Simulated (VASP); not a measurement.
# MgZr2N (P6/mmm) in VASP: notebook

Runs on MgZr2N. Level: PBE. Tasks: single point, relaxation of cell and atoms.

All numbers are computed with VASP 6.6.1; they aren't measurements. Logs are shortened: lines on timing, memory, paths and dates and some standing lists are left out, and cuts for length are marked.

**1. The cell of the first run**

Symmetry: P6/mmm, No. 191, hexagonal system. Conventional cell: a = 3.334 Å, b = 3.334 Å, c = 7.840 Å, α = 90.00°, β = 90.00°, γ = 120.00°. Mg (site symmetry 6/mmm) has 2 Zr at 2.08 Å within 2.8 Å. Within 2.4 Å of Zr (site symmetry 6mm) lie 1 N at 1.84 Å and 1 Mg at 2.08 Å. Within 2.4 Å of N (site symmetry 6/mmm) lie 2 Zr at 1.84 Å.

**2. Single point, PBE**

Contents of INCAR:

```
PREC = Accurate
ENCUT = 520
EDIFF = 1E-6
ISMEAR = 0
SIGMA = 0.1
LREAL = False
LASPH = True
NELM = 80
ALGO = Normal
ISIF = 2
LWAVE = False
LCHARG = False
GGA = PE
NBANDS = 24
```

Contents of KPOINTS:

```
regular mesh
0
Gamma
  6 6 2
```

Contents of POSCAR:

```
MgZr2N
1.0
    3.3344551900      0.0000000000      0.0000000000
   -1.6672275900      2.8877229000      0.0000000000
    0.0000000000      0.0000000000      7.8399827700
Mg Zr N
1 2 1
Direct
    0.0000000000      0.0000000000      0.5000000000
    0.0000000000      0.0000000000      0.7650874100
    0.0000000000      0.0000000000      0.2349125900
    0.0000000000      0.0000000000      0.0000000000
```

Potentials or basis: VASP PAW PBE potentials, release 64 (Mg, Zr_sv, N).

Command:

```console
$ cat potpaw_PBE.64/Mg/POTCAR potpaw_PBE.64/Zr_sv/POTCAR potpaw_PBE.64/N/POTCAR > POTCAR
$ mpirun -np 1 vasp_std > vasp.out
```

OUTCAR:

```text
PREC = Accurate
   ENCUT = 520
   EDIFF = 1E-6
   ISMEAR = 0
   LREAL = False
   LASPH = True
   NELM = 80
   ISIF = 2
   GGA = PE

 ion  position               nearest neighbor table
   1  0.000  0.000  0.500-   2 2.08   3 2.08
   2  0.000  0.000  0.765-   4 1.84   1 2.08   3 3.68
   3  0.000  0.000  0.235-   4 1.84   1 2.08   2 3.68
   4  0.000  0.000  0.000-   2 1.84   3 1.84

  LATTYP: Found a hexagonal cell.
 ALAT       =     3.3344551900
 C/A-ratio  =     2.3512035170

  Lattice vectors:

 A1 = (   3.3344551900,   0.0000000000,   0.0000000000)
 A2 = (  -1.6672275900,   2.8877229000,   0.0000000000)
 A3 = (   0.0000000000,   0.0000000000,   7.8399827700)

Analysis of symmetry for initial positions (statically):
=====================================================================
 Subroutine PRICEL returns:
 Original cell was already a primitive cell.

 Routine SETGRP: Setting up the symmetry group for a
 hexagonal supercell.

 Subroutine GETGRP returns: Found 24 space group operations
 (whereof 24 operations were pure point group operations)
 out of a pool of 24 trial point group operations.

The static configuration has the point symmetry D_6h.

Analysis of symmetry for dynamics (positions and initial velocities):
=====================================================================
 Subroutine PRICEL returns:
 Original cell was already a primitive cell.

 Routine SETGRP: Setting up the symmetry group for a
 hexagonal supercell.

 Subroutine GETGRP returns: Found 24 space group operations
 (whereof 24 operations were pure point group operations)
 out of a pool of 24 trial point group operations.

The dynamic configuration has the point symmetry D_6h.

 Subroutine INISYM returns: Found 24 space group operations
 (whereof 24 operations are pure point group operations),
 and found     1 'primitive' translations

----------------------------------------------------------------------------------------

                                     Primitive cell

  volume of cell :      75.4911

[... 74 lines left out ...]
   ICHARG =      2    charge: 1-file 2-atom 10-const
   ISPIN  =      1    spin polarized calculation?
   LNONCOLLINEAR =      F non collinear calculations
   LSORBIT =      F    spin-orbit coupling
   LASPH  =      T    aspherical Exc in radial PAW
   ENCUT  =  520.0 eV  38.22 Ry    6.18 a.u.   6.20  6.20 14.58*2*pi/ulx,y,z
   NELM   =     80;   NELMIN=  2; NELMDL= -5     # of ELM steps
   EDIFF  = 0.1E-05   stopping-criterion for ELM
   LREAL  =      F    real-space projection
   EDIFFG = 0.1E-04   stopping-criterion for IOM
   NSW    =      0    number of steps for IOM
   IBRION =     -1    ionic relax: 0-MD 1-quasi-New 2-CG
   NFREE  =      0    steps in history (QN), initial steepest desc. (CG)
   ISIF   =      2    stress and relaxation
   ISYM   =      2    0-nonsym 1-usesym 2-fastsym
   POTIM  = 0.5000    time-step for ionic-motion
   TEBEG  =    0.0;   TEEND  =   0.0 temperature during run
   PSTRESS=    0.0 pullay stress
   NELECT =      31.0000    total number of electrons
   NUPDOWN=      -1.0000    fix difference up-down
   EMIN   =  10.00;   EMAX   =-10.00  energy-range for DOS
   EFERMI =   0.00;   METHOD = LEGACY
   ISMEAR =     0;   SIGMA  =   0.10  broadening in eV -4-tet -1-fermi 0-gaus
   EFERMI_NEDOS =   21; number of points for ismear=-14 and -15
   IALGO  =     38    algorithm
   IMIX   =      4    mixing-type and parameters
     AMIX     =   0.40;   BMIX     =  1.00
     AMIX_MAG =   1.60;   BMIX_MAG =  1.00
  volume/ion in A,a.u.               =      18.87       127.36
  Fermi-wavevector in a.u.,A,eV,Ry     =   1.216831  2.299477 20.145839  1.480677
  Thomas-Fermi vector in A             =   2.352172
   LORBIT       =      0    0 simple, 1 ext, 2 COOP (PROOUT), +10 PAW based schemes
   GGA     = PE    functional components
   LHFCALC =     F    Hartree Fock is set to
   AEXX    =    0.0000 exact exchange contribution
   IVDW    =     0    specifies the selected vdW correction
   LEPSILON=     F    determine dielectric tensor
   LRPA    =     F    only Hartree local field effects (RPA)
 non-spin polarized calculation
 Gauss-broadening in eV      SIGMA  =   0.10
  energy-cutoff  :      520.00
  volume of cell :       75.49
 maximum number of plane-waves:      2070
 NGX is ok and might be reduce to    28
   NGX = 13   NGY = 13   NGZ = 29

 number of electron      30.9999998 magnetization

 Free energy of the ion-electron system (eV)
  ---------------------------------------------------
  ext. energy  EPLUGINS =         0.00000000
  ---------------------------------------------------
  free energy    TOTEN  =       -20.37077724 eV

  energy without entropy =      -20.35499227  energy(sigma->0) =      -20.36288476

 E-fermi :   6.5364     XC(G=0): -10.2664

 val. band max:        6.5324882014   @ k =   0.1667   0.1667   0.5000
 cond. band min:       6.5516422295   @ k =   0.1667   0.1667   0.5000
 fundamental gap:      0.0191540281
 Fermi energy:         6.5364480391

 k-point     1 :       0.0000    0.0000    0.0000
  band No.  band energies     occupation
      1     -42.3093      2.00000
      2     -42.2877      2.00000
      3     -21.3524      2.00000
      4     -21.0298      2.00000
      5     -19.9859      2.00000
      6     -19.9859      2.00000
[... 367 lines left out ...]
     23      11.6061      0.00000
     24      11.6061      0.00000

------------------------ aborting loop because EDIFF is reached ----------------------------------------

  FORCE on cell =-STRESS in cart. coord.  units (eV):
  Direction    XX          YY          ZZ          XY          YZ          ZX
  --------------------------------------------------------------------------------------
  -------------------------------------------------------------------------------------
  Total       -4.4480216     -4.4480216     38.8030584     -0.0000000     -0.0000000      0.0000000
  in kB      -94.4021655    -94.4021653    823.5330431     -0.0000002     -0.0000000      0.0000000
  external PRESSURE =     211.5762374 kB  Pullay stress =       0.0000000 kB

 VOLUME and BASIS-vectors are now :
 -----------------------------------------------------------------------------
  energy-cutoff  :      520.00
  volume of cell :       75.49
      direct lattice vectors                 reciprocal lattice vectors
     3.334455190  0.000000000  0.000000000     0.299899067  0.173146807  0.000000000
    -1.667227590  2.887722900  0.000000000     0.000000000  0.346293614  0.000000000
     0.000000000  0.000000000  7.839982770     0.000000000  0.000000000  0.127551301

 POSITION                                       TOTAL-FORCE (eV/Angst)
 -----------------------------------------------------------------------------------
      0.00000      0.00000      3.91999        -0.000000     -0.000000      0.000000
      0.00000      0.00000      5.99827        -0.000000     -0.000000      7.244164
      0.00000      0.00000      1.84171         0.000000      0.000000     -7.244164
      0.00000      0.00000      0.00000        -0.000000     -0.000000      0.000000
 -----------------------------------------------------------------------------------
    total drift:                               -0.000000      0.000000      0.000000

  FREE ENERGIE OF THE ION-ELECTRON SYSTEM (eV)
  ---------------------------------------------------
  free  energy   TOTEN  =       -20.3707772431 eV

  energy  without entropy=      -20.3549922728  energy(sigma->0) =      -20.36288476
```

Wall time 30 s (1 thread of Intel Xeon 6975P-C, shared host); peak memory 0.21 GiB.

Results:

```yaml
Free_energy: -20.3708 eV
Pressure: 21.2 GPa
Largest_force: 7.244 eV/Å
```

Forces on the atoms (eV/Å):
```
Mg   0.000  0.000  0.000
Zr   0.000  0.000  7.244
Zr   0.000  0.000 -7.244
N    0.000  0.000  0.000
```

Caveat: the k points lie up to 0.40 Å⁻¹ apart; forces of over 1 eV/Å act on the atoms, so gaps and moduli don't describe the material at rest.

**3. Single point, PBE**

This run uses another cell than the first one, of 23.34 Å³/atom, 1.237 times its volume.

Contents of INCAR:

```
SYSTEM = MgZr2N
ALGO = Normal
EDIFF = 1E-7
ENCUT = 520
GGA = PE
ISIF = 2
ISMEAR = 0
LASPH = .TRUE.
LCHARG = .FALSE.
LREAL = .FALSE.
LWAVE = .FALSE.
NBANDS = 24
NELM = 80
PREC = Accurate
SIGMA = 0.1
```

Contents of KPOINTS:

```
k-points
0
G
  6 6 2
  0 0 0
```

Contents of POSCAR:

```
MgZr2N
1.0
    3.2688268424     -0.0000000028      0.0000000000
   -1.6344134188      2.8308870875      0.0000000000
    0.0000000000      0.0000000000     10.0907725803
Mg Zr N
1 2 1
Direct
    0.0000000000      0.0000000000      0.5000000000
    0.0000000000      0.0000000000      0.8131292615
    0.0000000000      0.0000000000      0.1868707385
    0.0000000000      0.0000000000      0.0000000000
```

Potentials or basis: VASP PAW PBE potentials, release 64 (Mg, Zr_sv, N).

Command:

```console
$ cat potpaw_PBE.64/Mg/POTCAR potpaw_PBE.64/Zr_sv/POTCAR potpaw_PBE.64/N/POTCAR > POTCAR
$ mpirun -np 1 vasp_std > vasp.out
```

Wall time 32 s (1 thread of Intel Xeon 6975P-C, shared host); peak memory 0.21 GiB.

The run converged. Its results:

```
Free energy   : -25.9389 eV
Pressure      : 0.1 GPa
Largest force : 0.080 eV/Å
```

Forces on the atoms (eV/Å):
```
Mg   0.000  0.000  0.000
Zr   0.000  0.000 -0.080
Zr   0.000  0.000  0.080
N    0.000  0.000  0.000
```

Stress tensor (GPa, compression positive):
```
-0.06  0.00  0.00
 0.00 -0.06  0.00
 0.00  0.00  0.42
```

Levels at points of the mesh, in eV from the Fermi level:
```
           k point  band 11  band 12  band 13  band 14  band 15  band 16  band 17  band 18  band 19  band 20
(0.00, 0.00, 0.00)    -3.88    -3.08    -2.94    -1.03    -1.03     0.01     1.33     1.33     1.40     1.40
(0.50, 0.00, 0.00)    -3.01    -1.77    -1.59    -1.54    -0.99    -0.35    -0.33     2.58     2.77     2.85
(0.00, 0.00, 0.50)    -3.59    -3.09    -2.45    -1.13    -1.03    -1.03     1.33     1.33     1.40     1.40
(0.50, 0.00, 0.50)    -3.10    -1.68    -1.63    -1.59    -1.34     0.20     0.53     1.38     1.93     2.82
```

Caveat: the k points lie up to 0.37 Å⁻¹ apart.

**4. Relaxation of cell and atoms, PBE**

Contents of INCAR:

```
SYSTEM = MgZr2N
  PREC = Accurate
  ENCUT = 600
  EDIFF = 1E-6
  ISMEAR = 0
  SIGMA = 0.1
  LREAL = .False.
  LASPH = .True.
  NELM = 60
  ALGO = Normal
  ISIF = 3
  LWAVE = .False.
  LCHARG = .False.
  GGA = PE
  IBRION = 2
  NSW = 90
  EDIFFG = -0.04
```

Contents of KPOINTS:

```
Automatic mesh
0
Gamma
  6 6 2
  0 0 0
```

Contents of POSCAR:

```
MgZr2N
1.0
    3.3344551900      0.0000000000      0.0000000000
   -1.6672275900      2.8877229000      0.0000000000
    0.0000000000      0.0000000000      7.8399827700
Mg Zr N
1 2 1
Direct
    0.0000000000      0.0000000000      0.5000000000
    0.0000000000      0.0000000000      0.7650874100
    0.0000000000      0.0000000000      0.2349125900
    0.0000000000      0.0000000000      0.0000000000
```

Command:

```console
$ cat potpaw_PBE.64/Mg/POTCAR potpaw_PBE.64/Zr_sv/POTCAR potpaw_PBE.64/N/POTCAR > POTCAR
$ mpirun -np 1 vasp_std > vasp.out
```

It took 5.7 min on 1 thread of Intel Xeon 6975P-C, shared host; peak memory 0.24 GiB.

It converged, with:

| Property | Result |
| --- | --- |
| Free energy | -25.9178 eV |
| Relaxed volume | 23.19 Å³/atom |
| Relaxed cell | a = 3.265 Å, b = 3.265 Å, c = 10.045 Å, α = 90.00°, β = 90.00°, γ = 120.00° |
| Space group after relaxing (to 0.05 Å) | P6/mmm (No. 191) |
| Energy gained by relaxing | 1386.2 meV/atom |
| Ionic steps | 15 |
| Pressure after relaxing | 0.0 GPa |
| Largest force after relaxing | 0.006 eV/Å |

Forces on the atoms (eV/Å):
```
Mg   0.000  0.000  0.000
Zr   0.000  0.000  0.006
Zr   0.000  0.000 -0.006
N    0.000  0.000  0.000
```

The path:
```tsv
step	energy change (eV)	largest force (eV/Å)	pressure (GPa)	volume (Å³)
1	0.0000	7.2468	21.13	75.49
2	-3.8471	2.7672	-10.11	99.21
3	-5.0741	2.9304	-4.30	89.44
4	-5.0906	2.9771	-3.71	88.78
5	-5.0805	2.8763	-2.40	87.62
6	-5.0982	2.9950	-2.96	88.04
7	-5.0597	3.2269	11.01	84.98
8	-5.3829	0.5279	2.91	86.44
9	-5.5209	0.1263	1.38	89.59
10	-5.5415	0.1018	0.68	91.82
11	-5.5417	0.0886	0.72	91.67
12	-5.5434	0.1966	-0.40	92.87
13	-5.5439	0.1017	-0.03	92.47
14	-5.5437	0.1053	0.08	93.07
15	-5.5448	0.0059	0.02	92.75
```

Final structure:
```
Mg Zr N
1.0
     3.26520    0.00000    0.00000
    -1.63260    2.82775    0.00000
     0.00000    0.00000   10.04523
Mg Zr N
1 2 1
Direct
  0.00000 0.00000 0.50000
  0.00000 0.00000 0.81214
  0.00000 0.00000 0.18786
  0.00000 0.00000 0.00000
```

Levels at points of the mesh, in eV from the Fermi level:
```tsv
k point	band 12	band 13	band 14	band 15	band 16	band 17	band 18	band 19
(0.00, 0.00, 0.00)	-3.08	-2.93	-1.01	-1.01	0.03	1.33	1.41	1.41
(0.50, 0.00, 0.00)	-1.78	-1.58	-1.55	-1.01	-0.36	-0.34	2.63	2.78
(0.00, 0.00, 0.50)	-3.08	-2.43	-1.12	-1.01	-1.01	1.33	1.33	1.41
(0.50, 0.00, 0.50)	-1.69	-1.64	-1.58	-1.37	0.21	0.52	1.40	1.93
```

Caveat: the k points lie up to 0.37 Å⁻¹ apart in the final cell; the volume moved by over 15 % at a fixed basis, so the end points are rough.

**5. The runs side by side**

```tsv
task	cell	cutoff (eV)	gap on the mesh (eV)	pressure (GPa)	largest force (eV/Å)
single point	a = 3.334, b = 3.334, c = 7.840 Å, angles 90.0, 90.0, 120.0°, 4 atoms	520	none	21.2	7.24
single point	a = 3.269, b = 3.269, c = 10.091 Å, angles 90.0, 90.0, 120.0°, 4 atoms	520	none	0.1	0.08
relaxation of cell and atoms	relaxed from a = 3.334, b = 3.334, c = 7.840 Å, angles 90.0, 90.0, 120.0°, 4 atoms	600	none	0.0	0.01
```

Alike in all rows: level PBE; potentials or basis VASP PAW PBE potentials, release 64 (Mg, Zr_sv, N); no spin polarisation; k mesh 6 × 6 × 2; smearing gaussian 0.1 eV.

Caveats: all runs use coarse meshes; forces of over 1 eV/Å act on the atoms, so gaps and moduli don't describe the material at rest (some runs); the volume moved by over 15 % at a fixed basis, so the end points are rough (some runs).

Absolute energies hang on the potentials; compare differences alone.
